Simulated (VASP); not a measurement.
# Zr2C (P-6m2) in VASP: further runs

The runs below take Zr2C through single point, relaxation of cell and atoms, with PBE.

Everything below comes from runs of VASP 6.6.1. Logs are shortened: lines on timing, memory, paths and dates and some standing lists are left out, and cuts for length are marked.

**1. The cell of the first run**

It takes space group P-6m2 (No. 187, hexagonal). The conventional cell has a = 3.248 Å, b = 3.248 Å, c = 5.710 Å, α = 90.00°, β = 90.00°, γ = 120.00°. Zr (site symmetry 3m) has 3 C at 2.34 Å and 2 Zr at 2.79 to 2.92 Å within 3.1 Å. Within 3.1 Å of C (site symmetry -6m2) lie 6 Zr at 2.34 Å.

**2. Single point, PBE (atoms taken out)**

The input, INCAR:

```
PREC = Accurate
ENCUT = 520
EDIFF = 1E-6
ISMEAR = 0
SIGMA = 0.1
LREAL = F
LASPH = T
NELM = 100
ALGO = Normal
ISIF = 2
LWAVE = F
LCHARG = F
GGA = PE
NBANDS = 21
```

The input, KPOINTS:

```
regular mesh
0
Gamma
  18 18 10
```

The input, POSCAR:

```
Zr2C
1.0
    3.2484894590     -0.0000000028      0.0000000000
   -1.6242447271      2.8132743968      0.0000000000
    0.0000000000      0.0000000000      5.7095689422
Zr C
2 1
Direct
    0.0000000000      0.0000000000      0.7556141532
    0.0000000000      0.0000000000      0.2443858468
    0.3333333333      0.6666666667      0.0000000000
```

Potentials or basis: VASP PAW PBE potentials, release 64 (Zr_sv, C).

Run with:

```console
$ cat potpaw_PBE.64/Zr_sv/POTCAR potpaw_PBE.64/C/POTCAR > POTCAR
$ mpirun -np 1 vasp_std > vasp.out
```

OUTCAR:

```text
PREC = Accurate
   ENCUT = 520
   EDIFF = 1E-6
   ISMEAR = 0
   LREAL = F
   LASPH = T
   NELM = 100
   ISIF = 2
   GGA = PE

 ion  position               nearest neighbor table
   1  0.000  0.000  0.756-   3 2.34   3 2.34   3 2.34   2 2.79   2 2.92
   2  0.000  0.000  0.244-   3 2.34   3 2.34   3 2.34   1 2.79   1 2.92
   3  0.333  0.667  0.000-   1 2.34   2 2.34   1 2.34   2 2.34   1 2.34   2 2.34

  LATTYP: Found a hexagonal cell.
 ALAT       =     3.2484894590
 C/A-ratio  =     1.7576073477

  Lattice vectors:

 A1 = (   3.2484894590,  -0.0000000028,   0.0000000000)
 A2 = (  -1.6242447271,   2.8132743968,   0.0000000000)
 A3 = (   0.0000000000,   0.0000000000,   5.7095689422)

Analysis of symmetry for initial positions (statically):
=====================================================================
 Subroutine PRICEL returns:
 Original cell was already a primitive cell.

 Routine SETGRP: Setting up the symmetry group for a
 hexagonal supercell.

 Subroutine GETGRP returns: Found 12 space group operations
 (whereof 12 operations were pure point group operations)
 out of a pool of 24 trial point group operations.

The static configuration has the point symmetry D_3h.

Analysis of symmetry for dynamics (positions and initial velocities):
=====================================================================
 Subroutine PRICEL returns:
 Original cell was already a primitive cell.

 Routine SETGRP: Setting up the symmetry group for a
 hexagonal supercell.

 Subroutine GETGRP returns: Found 12 space group operations
 (whereof 12 operations were pure point group operations)
 out of a pool of 24 trial point group operations.

The dynamic configuration has the point symmetry D_3h.

 Subroutine INISYM returns: Found 12 space group operations
 (whereof 12 operations are pure point group operations),
 and found     1 'primitive' translations

----------------------------------------------------------------------------------------

                                     Primitive cell

  volume of cell :      52.1791

  direct lattice vectors                    reciprocal lattice vectors
     3.248489459 -0.000000003  0.000000000     0.307835384  0.177728842  0.000000000
[... 83 lines left out ...]
   LNONCOLLINEAR =      F non collinear calculations
   LSORBIT =      F    spin-orbit coupling
   LASPH  =      T    aspherical Exc in radial PAW
   ENCUT  =  520.0 eV  38.22 Ry    6.18 a.u.   6.04  6.04 10.62*2*pi/ulx,y,z
   NELM   =    100;   NELMIN=  2; NELMDL= -5     # of ELM steps
   EDIFF  = 0.1E-05   stopping-criterion for ELM
   LREAL  =      F    real-space projection
   EDIFFG = 0.1E-04   stopping-criterion for IOM
   NSW    =      0    number of steps for IOM
   IBRION =     -1    ionic relax: 0-MD 1-quasi-New 2-CG
   NFREE  =      0    steps in history (QN), initial steepest desc. (CG)
   ISIF   =      2    stress and relaxation
   ISYM   =      2    0-nonsym 1-usesym 2-fastsym
   POTIM  = 0.5000    time-step for ionic-motion
   TEBEG  =    0.0;   TEEND  =   0.0 temperature during run
   PSTRESS=    0.0 pullay stress
   NELECT =      28.0000    total number of electrons
   NUPDOWN=      -1.0000    fix difference up-down
   EMIN   =  10.00;   EMAX   =-10.00  energy-range for DOS
   EFERMI =   0.00;   METHOD = LEGACY
   ISMEAR =     0;   SIGMA  =   0.10  broadening in eV -4-tet -1-fermi 0-gaus
   EFERMI_NEDOS =   21; number of points for ismear=-14 and -15
   IALGO  =     38    algorithm
   IMIX   =      4    mixing-type and parameters
     AMIX     =   0.40;   BMIX     =  1.00
     AMIX_MAG =   1.60;   BMIX_MAG =  1.00
  volume/ion in A,a.u.               =      17.39       117.37
  Fermi-wavevector in a.u.,A,eV,Ry     =   1.330338  2.513974 24.079567  1.769798
  Thomas-Fermi vector in A             =   2.459432
   LORBIT       =      0    0 simple, 1 ext, 2 COOP (PROOUT), +10 PAW based schemes
   GGA     = PE    functional components
   LHFCALC =     F    Hartree Fock is set to
   AEXX    =    0.0000 exact exchange contribution
   IVDW    =     0    specifies the selected vdW correction
   LEPSILON=     F    determine dielectric tensor
   LRPA    =     F    only Hartree local field effects (RPA)
 non-spin polarized calculation
 Gauss-broadening in eV      SIGMA  =   0.10
  energy-cutoff  :      520.00
  volume of cell :       52.18
 maximum number of plane-waves:      1437
   NGX = 13   NGY = 13   NGZ = 21

 number of electron      28.0000002 magnetization

 Free energy of the ion-electron system (eV)
  ---------------------------------------------------
  ext. energy  EPLUGINS =         0.00000000
  ---------------------------------------------------
  free energy    TOTEN  =       -26.66623832 eV

  energy without entropy =      -26.66028930  energy(sigma->0) =      -26.66326381

 E-fermi :   8.8639     XC(G=0): -11.2695

 val. band max:        8.8535287755   @ k =   0.2222   0.0556   0.5000
 cond. band min:       8.8668017133   @ k =   0.3333   0.0000   0.5000
 fundamental gap:      0.0132729378
 Fermi energy:         8.8639373904

 k-point     1 :       0.0000    0.0000    0.0000
  band No.  band energies     occupation
      1     -39.8861      2.00000
      2     -39.7050      2.00000
      3     -18.6203      2.00000
      4     -17.6361      2.00000
      5     -17.6361      2.00000
      6     -17.4798      2.00000
[... 565 lines left out ...]
     20      14.0014      0.00000
     21      14.5254      0.00000

 [... further k-points ...]

------------------------ aborting loop because EDIFF is reached ----------------------------------------

  FORCE on cell =-STRESS in cart. coord.  units (eV):
  Direction    XX          YY          ZZ          XY          YZ          ZX
  --------------------------------------------------------------------------------------
  -------------------------------------------------------------------------------------
  Total        0.0357475      0.0357475      0.0604537     -0.0000000      0.0000000      0.0000000
  in kB        1.0976374      1.0976374      1.8562503     -0.0000000      0.0000000      0.0000000
  external PRESSURE =       1.3505084 kB  Pullay stress =       0.0000000 kB

 VOLUME and BASIS-vectors are now :
 -----------------------------------------------------------------------------
  energy-cutoff  :      520.00
  volume of cell :       52.18
      direct lattice vectors                 reciprocal lattice vectors
     3.248489459 -0.000000003  0.000000000     0.307835384  0.177728842  0.000000000
    -1.624244727  2.813274397  0.000000000     0.000000000  0.355457684  0.000000000
     0.000000000  0.000000000  5.709568942     0.000000000  0.000000000  0.175144570

 POSITION                                       TOTAL-FORCE (eV/Angst)
 -----------------------------------------------------------------------------------
      0.00000      0.00000      4.31423        -0.000000      0.000000     -0.014651
      0.00000      0.00000      1.39534         0.000000      0.000000      0.014651
      0.00000      1.87552      0.00000         0.000000      0.000000      0.000000
 -----------------------------------------------------------------------------------
    total drift:                               -0.000000      0.000000     -0.000000

  FREE ENERGIE OF THE ION-ELECTRON SYSTEM (eV)
  ---------------------------------------------------
  free  energy   TOTEN  =       -26.6662383196 eV

  energy  without entropy=      -26.6602893006  energy(sigma->0) =      -26.66326381
```

OSZICAR:

```text
N       E                     dE             d eps       ncg     rms          rms(c)
DAV:   1     0.237310537659E+03    0.23731E+03   -0.15176E+04  9332   0.132E+03
DAV:   2    -0.113499718703E+02   -0.24866E+03   -0.24075E+03 10618   0.378E+02
DAV:   3    -0.306742464124E+02   -0.19324E+02   -0.19114E+02 16384   0.801E+01
DAV:   4    -0.314239053294E+02   -0.74966E+00   -0.74781E+00 11911   0.156E+01
DAV:   5    -0.314506258767E+02   -0.26721E-01   -0.26716E-01 14241   0.230E+00    0.225E+01
DAV:   6    -0.269158178344E+02    0.45348E+01   -0.36383E+01 10326   0.255E+01    0.868E+00
DAV:   7    -0.266810275535E+02    0.23479E+00   -0.28660E+00 11781   0.831E+00    0.541E+00
DAV:   8    -0.266646344693E+02    0.16393E-01   -0.22325E-01 11429   0.315E+00    0.546E-01
DAV:   9    -0.266657548094E+02   -0.11203E-02   -0.26001E-02 13896   0.731E-01    0.399E-01
DAV:  10    -0.266663407404E+02   -0.58593E-03   -0.56402E-03 12348   0.610E-01    0.909E-02
DAV:  11    -0.266662414737E+02    0.99267E-04   -0.61568E-04 11370   0.176E-01    0.206E-02
DAV:  12    -0.266662375231E+02    0.39506E-05   -0.26245E-05 11320   0.378E-02    0.433E-03
DAV:  13    -0.266662383196E+02   -0.79650E-06   -0.97177E-07  8208   0.781E-03
   1 F= -.26666238E+02 E0= -.26663264E+02  d E =-.594902E-02
```

It took 2.8 min on 1 thread of AMD EPYC 7R43 (Zen 3), shared host; peak memory 0.29 GiB.

What came out:

```yaml
Free_energy: -26.6662 eV
Pressure: 0.1 GPa
Largest_force: 0.015 eV/Å
Band_gap_on_the_k_mesh: zero (bands 14 and 15 overlap by 0.23 eV)
```

Forces in eV/Å, atoms in the order of the input:
```
Zr   0.000  0.000 -0.015
Zr   0.000  0.000  0.015
C    0.000  0.000  0.000
```

Stress tensor (GPa, compression positive):
```
0.11 0.00 0.00
0.00 0.11 0.00
0.00 0.00 0.19
```

Caveat: the cell differs from its parent crystal (atoms taken out).

**3. Relaxation of cell and atoms, PBE (atoms taken out)**

The input, INCAR:

```
ALGO = Normal
EDIFF = 1E-7
EDIFFG = -0.01
ENCUT = 600
GGA = PE
IBRION = 2
ISIF = 3
ISMEAR = 0
LASPH = True
LCHARG = False
LREAL = False
LWAVE = False
NELM = 60
NSW = 100
PREC = Accurate
SIGMA = 0.1
```

The input, KPOINTS:

```
k-points
0
Gamma
  18 18 10
```

The input, POSCAR:

```
Zr2C
1.0
    3.3755395700      0.0000000000      0.0000000000
   -1.6877697800      2.9233030200      0.0000000000
    0.0000000000      0.0000000000      5.2320863300
Zr C
2 1
Direct
    0.0000000000      0.0000000000      0.7500000000
    0.0000000000      0.0000000000      0.2500000000
    0.3333333300      0.6666666700      0.0000000000
```

Potentials or basis: VASP PAW PBE potentials, release 64 (Zr_sv, C).

Run with:

```console
$ cat potpaw_PBE.64/Zr_sv/POTCAR potpaw_PBE.64/C/POTCAR > POTCAR
$ mpirun -np 1 vasp_std > vasp.out
```

OUTCAR:

```text
EDIFF = 1E-7
   EDIFFG = -0.01
   ENCUT = 600
   GGA = PE
   IBRION = 2
   ISIF = 3
   ISMEAR = 0
   LASPH = True
   LREAL = False
   NELM = 60
   NSW = 100
   PREC = Accurate

 ion  position               nearest neighbor table
   1  0.000  0.000  0.750-   3 2.35   3 2.35   3 2.35   2 2.62   2 2.62
   2  0.000  0.000  0.250-   3 2.35   3 2.35   3 2.35   1 2.62   1 2.62
   3  0.333  0.667  0.000-   1 2.35   2 2.35   1 2.35   2 2.35   1 2.35   2 2.35

  LATTYP: Found a hexagonal cell.
 ALAT       =     3.3755395700
 C/A-ratio  =     1.5499999990

  Lattice vectors:

 A1 = (   3.3755395700,   0.0000000000,   0.0000000000)
 A2 = (  -1.6877697800,   2.9233030200,   0.0000000000)
 A3 = (   0.0000000000,   0.0000000000,   5.2320863300)

Analysis of symmetry for initial positions (statically):
=====================================================================
 Subroutine PRICEL returns:
 Original cell was already a primitive cell.

 Routine SETGRP: Setting up the symmetry group for a
 hexagonal supercell.

 Subroutine GETGRP returns: Found 12 space group operations
 (whereof 12 operations were pure point group operations)
 out of a pool of 24 trial point group operations.

The static configuration has the point symmetry D_3h.

Analysis of symmetry for dynamics (positions and initial velocities):
[... 275 lines left out ...]

 number of electron      28.0000002 magnetization

------------------------ aborting loop because EDIFF is reached ----------------------------------------
[... 69 lines left out ...]
--------------------------------------- Ionic step       11  -------------------------------------------

 number of electron      28.0000002 magnetization

 Free energy of the ion-electron system (eV)
  ---------------------------------------------------
  ext. energy  EPLUGINS =         0.00000000
  ---------------------------------------------------
  free energy    TOTEN  =       -26.66632609 eV

  energy without entropy =      -26.66037829  energy(sigma->0) =      -26.66335219

 E-fermi :   8.8573     XC(G=0): -11.2673

 val. band max:        8.8466920202   @ k =   0.2222   0.0556   0.5000
 cond. band min:       8.8599625418   @ k =   0.3333   0.0000   0.5000
 fundamental gap:      0.0132705217
 Fermi energy:         8.8572524671

 k-point     1 :       0.0000    0.0000    0.0000
  band No.  band energies     occupation
      1     -39.8940      2.00000
      2     -39.7135      2.00000
      3     -18.6259      2.00000
      4     -17.6447      2.00000
      5     -17.6447      2.00000
      6     -17.4888      2.00000
[... 481 lines left out ...]
      5     -18.1027      2.00000
      6     -17.8660      2.00000
[... 10 lines left out ...]
     17      11.9485      0.00000
     18      12.6071      0.00000

 [... further k-points ...]

------------------------ aborting loop because EDIFF is reached ----------------------------------------

  FORCE on cell =-STRESS in cart. coord.  units (eV):
  Direction    XX          YY          ZZ          XY          YZ          ZX
  --------------------------------------------------------------------------------------
  -------------------------------------------------------------------------------------
  Total        0.0055347      0.0055347      0.0012158      0.0000000     -0.0000000      0.0000000
  in kB        0.1698549      0.1698549      0.0373110      0.0000000     -0.0000000      0.0000000
  external PRESSURE =       0.1256736 kB  Pullay stress =       0.0000000 kB
[... 18 lines left out ...]
  FREE ENERGIE OF THE ION-ELECTRON SYSTEM (eV)
  ---------------------------------------------------
  free  energy   TOTEN  =       -26.6663260903 eV

  energy  without entropy=      -26.6603782912  energy(sigma->0) =      -26.66335219

 reached required accuracy - stopping structural energy minimisation
```

It took 27 min on 1 thread of AMD EPYC 7R43 (Zen 3), shared host; peak memory 0.33 GiB.

Results:

```
Free energy                           : -26.6663 eV
Relaxed volume                        : 17.40 Å³/atom
Relaxed cell                          : a = 3.249 Å, b = 3.249 Å, c = 5.711 Å, α = 90.00°, β = 90.00°, γ = 120.00°
Space group after relaxing (to 0.1 Å) : P-6m2 (No. 187)
Energy gained by relaxing             : 154.8 meV/atom
Ionic steps                           : 11
Pressure after relaxing               : 0.0 GPa
Largest force after relaxing          : 0.004 eV/Å
Band gap on the k mesh                : zero (bands 14 and 15 overlap by 0.23 eV)
```

Forces in eV/Å, atoms in the order of the input:
```
Zr   0.000  0.000  0.004
Zr   0.000  0.000 -0.004
C    0.000  0.000  0.000
```

The path:
```
step  energy change (eV)  largest force (eV/Å)  pressure (GPa)  volume (Å³)
   1              0.0000                0.1013            2.86        51.63
   2             -0.2730                1.6768           -5.84        53.39
   3             -0.4204                0.9852           -3.73        52.83
   4             -0.4200                0.6145            6.35        50.26
   5             -0.4597                0.2152            0.96        51.52
   6             -0.4642                0.0213            0.25        52.06
   7             -0.4643                0.0148            0.13        52.16
   8             -0.4644                0.0430           -0.27        52.29
   9             -0.4644                0.0215           -0.12        52.24
  10             -0.4645                0.0045            0.07        52.19
  11             -0.4645                0.0035            0.01        52.21
```

Final structure:
```xyz
3
Lattice="3.2489 0.0000 0.0000 -1.6245 2.8137 0.0000 0.0000 0.0000 5.7110" Properties=species:S:1:pos:R:3 pbc="T T T"
Zr    0.0000    0.0000    4.3150
Zr    0.0000    0.0000    1.3960
C     0.0000    1.8758    0.0000
```

Levels at points of the mesh, in eV from the Fermi level:
| k point | band 10 | band 11 | band 12 | band 13 | band 14 | band 15 | band 16 | band 17 | band 18 |
| --- | --- | --- | --- | --- | --- | --- | --- | --- | --- |
| (0.00, 0.00, 0.00) | -4.43 | -2.44 | -2.12 | -2.12 | -1.74 | 1.34 | 1.34 | 1.48 | 1.48 |
| (0.50, 0.00, 0.00) | -4.73 | -3.31 | -2.36 | -1.54 | -0.99 | 1.03 | 1.22 | 3.70 | 3.89 |
| (0.00, 0.00, 0.50) | -5.28 | -1.98 | -1.98 | -1.00 | -0.90 | 1.08 | 1.08 | 2.14 | 2.14 |
| (0.50, 0.00, 0.50) | -4.24 | -3.68 | -2.08 | -1.41 | -0.21 | 0.56 | 1.60 | 2.46 | 3.35 |

Caveat: the cell differs from its parent crystal (atoms taken out).
